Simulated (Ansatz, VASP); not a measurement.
# CdTe in VASP and in Ansatz

```
Cd Te
1.0
     3.05504   -3.08426    0.00000
     3.05504    3.08426    0.00000
     0.00000    0.00000    6.07028
Cd Te
2 2
Cartesian
  3.0550 1.3754 4.5527
  3.0550 -1.3754 1.5176
  3.0550 -1.6417 4.5527
  3.0550 1.6417 1.5176
```

Change from the starting cell: volume scaled by 0.99, crystal datasets.

Alike in both runs: task electric field gradients; functional PBEsol; k mesh 9 × 9 × 6; occupations fermi-dirac, width 0.05 eV; no spin polarisation.

```csv
,VASP,Ansatz
version,VASP 6.6.1,Ansatz 0.2.0
potentials or method,"VASP PAW PBE potentials, release 64 (Cd, Te), cutoff 520 eV","all-electron PAW with datasets made for the crystal, scalar-relativistic"
```

VASP gave:

```
pressure (GPa)                                                : -2.6
traceless stress, the component that is largest in VASP (GPa) : 0.26
rms of the force components (eV/Å)                            : 0.024
size of Vzz on the site where it differs most (V/Å²)          : 8.0
```

Problem. What did Ansatz give for the same quantities?

Solution. Pressure (GPa): -2.8; traceless stress, the component that is largest in VASP (GPa): 0.26; rms of the force components (eV/Å): 0.026; size of Vzz on the site where it differs most (V/Å²): 8.8.

VASP's potentials were made for PBE, not for PBEsol. Atom by atom the forces differ by 0.003 eV/Å (rms over components). Ansatz ran all-electron here, and VASP with PAW potentials.

Neither program's run includes spin-orbit coupling.
